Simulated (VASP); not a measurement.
# Ge (P6_3/mmc) in VASP: notebook, part 2 of 2

VASP 6.6.1. The steps go on from the part before.

## 3. Single point, r2SCAN (strain +3.0%)

The input, POSCAR:

```
Ge
1.0
    4.1175436675      0.0000000000      0.0000000000
   -2.0587718337      3.5658974172      0.0000000000
    0.0000000000      0.0000000000      6.7906041008
Ge
4
Direct
    0.3333333333      0.6666666667      0.0002529868
    0.6666666667      0.3333333333      0.5002529868
    0.3333333333      0.6666666667      0.3747470132
    0.6666666667      0.3333333333      0.8747470132
```

The input, INCAR.step1:

```
SYSTEM = Ge
ALGO     = Normal         ! electronic algorithm
EDIFF    = 1E-4           ! SCF threshold, eV
ENCUT    = 520            ! plane-wave cutoff, eV
GGA      = PE             ! functional
ISMEAR   = -1             ! smearing method
LASPH    = .True.         ! aspherical terms in the spheres
LCHARG   = .False.        ! write CHGCAR
LREAL    = .False.        ! projectors in reciprocal space
LWAVE    = .True.         ! write WAVECAR
NBANDS   = 36             ! bands
NELM     = 60             ! most SCF steps
PREC     = Accurate       ! precision mode
SIGMA    = 0.02           ! smearing width, eV
```

The input, INCAR.step2:

```
SYSTEM = Ge
ALGO     = Normal         ! electronic algorithm
EDIFF    = 1E-6           ! SCF threshold, eV
ENCUT    = 520            ! plane-wave cutoff, eV
ISIF     = 2              ! what is computed and relaxed
ISMEAR   = -1             ! smearing method
ISTART   = 1            
LASPH    = .True.         ! aspherical terms in the spheres
LCHARG   = .False.        ! write CHGCAR
LMIXTAU  = .True.       
LREAL    = .False.        ! projectors in reciprocal space
LWAVE    = .False.        ! write WAVECAR
METAGGA  = R2SCAN         ! meta-GGA
NBANDS   = 36             ! bands
NELM     = 60             ! most SCF steps
PREC     = Accurate       ! precision mode
SIGMA    = 0.02           ! smearing width, eV
```

The input, KPOINTS:

```
k-points
0
Gamma
  12 12 4
  0 0 0
```

Potentials or basis: VASP PAW PBE potentials, release 64 (Ge_d).

Started as:

```sh
> cat potpaw_PBE.64/Ge_d/POTCAR > POTCAR
> cp INCAR.step1 INCAR
> mpirun -np 1 vasp_std > vasp.out
> cp INCAR.step2 INCAR
> mpirun -np 1 vasp_std > vasp.out
```

OUTCAR:

```text
SYSTEM = Ge
   EDIFF = 1E-6
   ENCUT = 520
   ISIF = 2
   ISMEAR = -1
   ISTART = 1
   LASPH = .True.
   LREAL = .False.
   METAGGA = R2SCAN
   NELM = 60
   PREC = Accurate

 ion  position               nearest neighbor table
   1  0.333  0.667  0.000-   4 2.53   4 2.53   4 2.53   3 2.54
   2  0.667  0.333  0.500-   3 2.53   3 2.53   3 2.53   4 2.54
   3  0.333  0.667  0.375-   2 2.53   2 2.53   2 2.53   1 2.54
   4  0.667  0.333  0.875-   1 2.53   1 2.53   1 2.53   2 2.54

  LATTYP: Found a hexagonal cell.
 ALAT       =     4.1175436675
 C/A-ratio  =     1.6491881202

  Lattice vectors:

 A1 = (   4.1175436675,   0.0000000000,   0.0000000000)
 A2 = (  -2.0587718337,   3.5658974172,   0.0000000000)
 A3 = (   0.0000000000,   0.0000000000,   6.7906041008)

Analysis of symmetry for initial positions (statically):
=====================================================================
 Subroutine PRICEL returns:
 Original cell was already a primitive cell.

 Routine SETGRP: Setting up the symmetry group for a
 hexagonal supercell.

 Subroutine GETGRP returns: Found 24 space group operations
 (whereof  6 operations were pure point group operations)
 out of a pool of 24 trial point group operations.

The static configuration has the point symmetry C_3v.
 The point group associated with its full space group is D_6h.

Analysis of symmetry for dynamics (positions and initial velocities):
=====================================================================
 Subroutine PRICEL returns:
 Original cell was already a primitive cell.

 Routine SETGRP: Setting up the symmetry group for a
 hexagonal supercell.

 Subroutine GETGRP returns: Found 24 space group operations
 (whereof  6 operations were pure point group operations)
 out of a pool of 24 trial point group operations.

The dynamic configuration has the point symmetry C_3v.
 The point group associated with its full space group is D_6h.

 Subroutine INISYM returns: Found 24 space group operations
 (whereof  6 operations are pure point group operations),
 and found     1 'primitive' translations

----------------------------------------------------------------------------------------

                                     Primitive cell

  volume of cell :      99.7047

  direct lattice vectors                    reciprocal lattice vectors
     4.117543667  0.000000000  0.000000000     0.242863241  0.140217158  0.000000000
    -2.058771834  3.565897417  0.000000000     0.000000000  0.280434315  0.000000000
     0.000000000  0.000000000  6.790604101     0.000000000  0.000000000  0.147262303

  length of vectors
     4.117543667  4.117543667  6.790604101     0.280434315  0.280434315  0.147262303

  position of ions in fractional coordinates (direct lattice)
     0.333333333  0.666666667  0.000252987
     0.666666667  0.333333333  0.500252987
     0.333333333  0.666666667  0.374747013
     0.666666667  0.333333333  0.874747013

  ion indices of the primitive-cell ions
   primitive index   ion index
                 1           1
                 2           2
                 3           3
                 4           4

----------------------------------------------------------------------------------------

 KPOINTS: k-points

Automatic generation of k-mesh.
 Grid dimensions read from file:
 generate k-points for:   12   12    4

 Generating k-lattice:

  Cartesian coordinates                     Fractional coordinates (reciprocal lattice)
     0.020238603  0.011684763  0.000000000     0.083333333  0.000000000  0.000000000
     0.000000000  0.023369526  0.000000000     0.000000000  0.083333333  0.000000000
     0.000000000  0.000000000  0.036815576     0.000000000  0.000000000  0.250000000

  Length of vectors
     0.023369526  0.023369526  0.036815576

  Shift w.r.t. Gamma in fractional coordinates (k-lattice)
     0.000000000  0.000000000  0.000000000

 Subroutine IBZKPT returns following result:
 ===========================================

 Found     57 irreducible k-points:

 Following reciprocal coordinates:
            Coordinates               Weight
  0.000000  0.000000  0.000000      1.000000
  0.083333  0.000000  0.000000      6.000000
  0.166667  0.000000  0.000000      6.000000
  0.250000  0.000000  0.000000      6.000000
  0.333333  0.000000  0.000000      6.000000
  0.416667  0.000000  0.000000      6.000000
[... 16 lines left out ...]
  0.250000  0.000000  0.250000     12.000000
  0.333333  0.000000  0.250000     12.000000
 [... further k-points ...]
   k-points           NKPTS =     57   k-points in BZ     NKDIM =     57   number of bands    NBANDS=     36
   number of dos      NEDOS =    301   number of ions     NIONS =      4
   total plane-waves  NPLWV =  55296
   dimension x,y,z NGX =    32 NGY =   32 NGZ =   54
   dimension x,y,z NGXF=    64 NGYF=   64 NGZF=  108
   ions per type =               4
   NGX,Y,Z   is equivalent  to a cutoff of  12.92, 12.92, 13.22 a.u.
   NGXF,Y,Z  is equivalent  to a cutoff of  25.84, 25.84, 26.44 a.u.
 SYSTEM =  Ge
   PREC   = accura    normal or accurate (medium, high low for compatibility)
   ISTART =      1    job   : 0-new  1-cont  2-samecut
   ICHARG =      0    charge: 1-file 2-atom 10-const
   ISPIN  =      1    spin polarized calculation?
   LNONCOLLINEAR =      F non collinear calculations
   LSORBIT =      F    spin-orbit coupling
   LASPH  =      T    aspherical Exc in radial PAW
   ENCUT  =  520.0 eV  38.22 Ry    6.18 a.u.   7.66  7.66 12.63*2*pi/ulx,y,z
   NELM   =     60;   NELMIN=  2; NELMDL=  0     # of ELM steps
   EDIFF  = 0.1E-05   stopping-criterion for ELM
   LREAL  =      F    real-space projection
   EDIFFG = 0.1E-04   stopping-criterion for IOM
   NSW    =      0    number of steps for IOM
   IBRION =     -1    ionic relax: 0-MD 1-quasi-New 2-CG
   NFREE  =      0    steps in history (QN), initial steepest desc. (CG)
   ISIF   =      2    stress and relaxation
   ISYM   =      2    0-nonsym 1-usesym 2-fastsym
   POTIM  = 0.5000    time-step for ionic-motion
   TEBEG  =    0.0;   TEEND  =   0.0 temperature during run
   PSTRESS=    0.0 pullay stress
   NELECT =      56.0000    total number of electrons
   NUPDOWN=      -1.0000    fix difference up-down
   EMIN   =  10.00;   EMAX   =-10.00  energy-range for DOS
   EFERMI =   0.00;   METHOD = LEGACY
   ISMEAR =    -1;   SIGMA  =   0.02  broadening in eV -4-tet -1-fermi 0-gaus
   EFERMI_NEDOS =   21; number of points for ismear=-14 and -15
   IALGO  =     38    algorithm
   IMIX   =      4    mixing-type and parameters
     AMIX     =   0.40;   BMIX     =  1.00
     AMIX_MAG =   1.60;   BMIX_MAG =  1.00
  volume/ion in A,a.u.               =      24.93       168.21
  Fermi-wavevector in a.u.,A,eV,Ry     =   1.350721  2.552493 24.823115  1.824447
  Thomas-Fermi vector in A             =   2.478202
   LORBIT       =      0    0 simple, 1 ext, 2 COOP (PROOUT), +10 PAW based schemes
   METAGGA = R2SCAN    functional components
   LHFCALC =     F    Hartree Fock is set to
   AEXX    =    0.0000 exact exchange contribution
   IVDW    =     0    specifies the selected vdW correction
   LEPSILON=     F    determine dielectric tensor
   LRPA    =     F    only Hartree local field effects (RPA)
 non-spin polarized calculation
  energy-cutoff  :      520.00
  volume of cell :       99.70
 maximum number of plane-waves:      2726
 NGX is ok and might be reduce to    32
   NGX = 15   NGY = 15   NGZ = 25

 number of electron      56.0000021 magnetization

 Free energy of the ion-electron system (eV)
  ---------------------------------------------------
  ext. energy  EPLUGINS =         0.00000000
  ---------------------------------------------------
  free energy    TOTEN  =       -55.28027161 eV

  energy without entropy =      -55.28020947  energy(sigma->0) =      -55.28024054

 E-fermi :   3.9828     XC(G=0): -10.3202

 val. band max:        3.8972416720   @ k =   0.0833   0.0000   0.0000
 cond. band min:       4.0482076602   @ k =   0.0000   0.0000   0.0000
 fundamental gap:      0.1509659882
 Fermi energy:         3.9827661050

 k-point     1 :       0.0000    0.0000    0.0000
  band No.  band energies     occupation
      1     -21.5071      2.00000
      2     -21.5071      2.00000
      3     -21.4758      2.00000
      4     -21.4757      2.00000
      5     -21.4757      2.00000
      6     -21.4639      2.00000
[... 925 lines left out ...]
     35      11.1955      0.00000
     36      11.2352      0.00000

 [... further k-points ...]

------------------------ aborting loop because EDIFF is reached ----------------------------------------

  FORCE on cell =-STRESS in cart. coord.  units (eV):
  Direction    XX          YY          ZZ          XY          YZ          ZX
  --------------------------------------------------------------------------------------
  -------------------------------------------------------------------------------------
  Total       -3.1334189     -3.1334189     -3.0939721     -0.0000000      0.0000000     -0.0000000
  in kB      -50.3516340    -50.3516340    -49.7177552     -0.0000000      0.0000000     -0.0000000
  external PRESSURE =     -50.1403410 kB  Pullay stress =       0.0000000 kB

 VOLUME and BASIS-vectors are now :
 -----------------------------------------------------------------------------
  energy-cutoff  :      520.00
  volume of cell :       99.70
      direct lattice vectors                 reciprocal lattice vectors
     4.117543667  0.000000000  0.000000000     0.242863241  0.140217158  0.000000000
    -2.058771834  3.565897417  0.000000000     0.000000000  0.280434315  0.000000000
     0.000000000  0.000000000  6.790604101     0.000000000  0.000000000  0.147262303

 POSITION                                       TOTAL-FORCE (eV/Angst)
 -----------------------------------------------------------------------------------
     -0.00000      2.37726      0.00172        -0.000000      0.000000     -0.001248
      2.05877      1.18863      3.39702         0.000000     -0.000000     -0.001248
     -0.00000      2.37726      2.54476        -0.000000      0.000000      0.001248
      2.05877      1.18863      5.94006         0.000000     -0.000000      0.001248
 -----------------------------------------------------------------------------------
    total drift:                               -0.000000     -0.000000     -0.001114

  FREE ENERGIE OF THE ION-ELECTRON SYSTEM (eV)
  ---------------------------------------------------
  free  energy   TOTEN  =       -55.2802716116 eV

  energy  without entropy=      -55.2802094681  energy(sigma->0) =      -55.28024054
```

Run time: 5.1 min. Hardware: 1 thread of Intel Xeon 6975P-C (Granite Rapids), shared host; peak memory 0.32 GiB.

Results:

```
Free energy            : -55.2803 eV
Pressure               : -5.0 GPa
Band gap on the k mesh : 0.15 eV (least direct gap 0.16 eV)
```

Caveat: the cell differs from its parent crystal (strain +3.0%); the cell stands under tension; the PAW data sets were made with another functional, which shifts forces and pressure a little.

## 4. Single point, r2SCAN (strain +4.0%)

The input, POSCAR:

```
Ge
1.0
    4.1575198196      0.0000000000      0.0000000000
   -2.0787599098      3.6005177805      0.0000000000
    0.0000000000      0.0000000000      6.8565322960
Ge
4
Direct
    0.3333333333      0.6666666667      0.0001969496
    0.6666666667      0.3333333333      0.5001969496
    0.3333333333      0.6666666667      0.3748030504
    0.6666666667      0.3333333333      0.8748030504
```

The input, INCAR.step1:

```
SYSTEM = Ge
PREC = Accurate
ENCUT = 520
ISMEAR = -1
SIGMA = 0.02
LREAL = .FALSE.
LASPH = .TRUE.
NELM = 100
NBANDS = 36
GGA = PE
ALGO = Normal
EDIFF = 1E-4
LWAVE = .TRUE.
LCHARG = .FALSE.
```

The input, INCAR.step2:

```
SYSTEM = Ge
PREC = Accurate
ENCUT = 520
EDIFF = 1E-6
ISMEAR = -1
SIGMA = 0.02
LREAL = .FALSE.
LASPH = .TRUE.
NELM = 100
ALGO = Normal
ISIF = 2
LWAVE = .FALSE.
LCHARG = .FALSE.
METAGGA = R2SCAN
LMIXTAU = .TRUE.
NBANDS = 36
ISTART = 1
```

The input, KPOINTS:

```
Automatic mesh
0
G
  12 12 4
  0 0 0
```

Started as:

```sh
> cat potpaw_PBE.64/Ge_d/POTCAR > POTCAR
> cp INCAR.step1 INCAR
> mpirun -np 1 vasp_std > vasp.out
> cp INCAR.step2 INCAR
> mpirun -np 1 vasp_std > vasp.out
```

It took 5.4 min on 1 thread of Intel Xeon 6975P-C (Granite Rapids), shared host; peak memory 0.32 GiB.

Results (log left out):

```yaml
Free_energy: -55.1779 eV
Pressure: -6.2 GPa
Band_gap_on_the_k_mesh: 0.10 eV (least direct gap 0.22 eV)
```

Levels at points of the mesh, in eV from the valence-band top:
| k point | band 24 | band 25 | band 26 | band 27 | band 28 | band 29 | band 30 | band 31 | band 32 | band 33 |
| --- | --- | --- | --- | --- | --- | --- | --- | --- | --- | --- |
| (0.00, 0.00, 0.00) | -1.32 | -1.32 | -0.67 | -0.08 | -0.07 | 0.15 | 0.15 | 2.47 | 2.47 | 2.87 |
| (0.50, 0.00, 0.00) | -6.65 | -4.10 | -2.76 | -2.42 | -1.29 | 0.88 | 1.62 | 3.87 | 3.95 | 4.39 |
| (0.00, 0.00, 0.50) | -4.74 | -0.74 | -0.74 | -0.74 | -0.74 | 0.62 | 0.62 | 3.53 | 3.53 | 3.53 |
| (0.50, 0.00, 0.50) | -7.66 | -2.30 | -2.30 | -2.16 | -2.16 | 0.70 | 0.70 | 2.51 | 2.51 | 6.16 |

Caveat: the cell differs from its parent crystal (strain +4.0%); the cell stands under tension; the PAW data sets were made with another functional, which shifts forces and pressure a little. A k mesh can miss the band edges.

## 5. Overview

```tsv
cell	gap on the mesh (eV)	pressure (GPa)
a = 4.078, b = 4.078, c = 6.725 Å, angles 90.0, 90.0, 120.0°, 4 atoms	0.09	-3.6
a = 4.118, b = 4.118, c = 6.791 Å, angles 90.0, 90.0, 120.0°, 4 atoms	0.15	-5.0
a = 4.158, b = 4.158, c = 6.857 Å, angles 90.0, 90.0, 120.0°, 4 atoms	0.10	-6.2
```

Alike in all rows: task single point; level r2SCAN; potentials or basis VASP PAW PBE potentials, release 64 (Ge_d); no spin polarisation; k mesh 12 × 12 × 4; cutoff (eV) 520; smearing fermi-dirac 0.02 eV.

Caveats: the cell stands under tension; the PAW data sets were made with another functional, which shifts forces and pressure a little.

Total energies depend on the potentials used, so only differences within one code and one set of settings carry meaning.
